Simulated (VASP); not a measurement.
MgO: single point with PBEsol

The system is MgO.

```xyz
2
Lattice="0.0000 2.1072 2.1072 2.1072 0.0000 2.1072 2.1072 2.1072 0.0000" Properties=species:S:1:pos:R:3 pbc="T T T"
Mg    0.0000    0.0000    0.0000
O     2.1072    2.1072    2.1072
```

```
Program             : VASP 6.6.1
Task                : single point
Functional          : PBEsol
Potentials or basis : VASP PAW PBE potentials, release 64 (Mg, O)
Cutoff              : 520 eV
k mesh              : 10 × 10 × 10
Occupations         : fermi-dirac, width 0.05 eV
Spin                : no spin polarisation
```

| Property | Result |
| --- | --- |
| Pressure | -0.5 GPa |
| Band gap on the k mesh | 4.62 eV, direct |

Levels at points of the mesh, in eV from the valence-band top:
```csv
k point,band 1,band 2,band 3,band 4,band 5,band 6,band 7,band 8,band 9
"(0.00, 0.00, 0.00)",-17.20,0.00,0.00,0.00,4.62,15.62,15.62,15.62,19.46
"(0.50, 0.00, 0.00)",-15.89,-4.67,-0.66,-0.66,7.73,12.49,16.16,16.16,20.74
"(0.50, 0.50, 0.00)",-15.62,-4.14,-1.36,-1.36,8.92,9.86,12.96,18.82,18.82
```

It took 12 s on 1 thread of Intel Xeon 8259CL, on a shared host, peak memory 0.14 GiB.

Caveat: the PAW data sets were made with another functional, which shifts forces and pressure a little. Expect the measured gap to be larger: semilocal functionals such as PBEsol lack the derivative discontinuity.
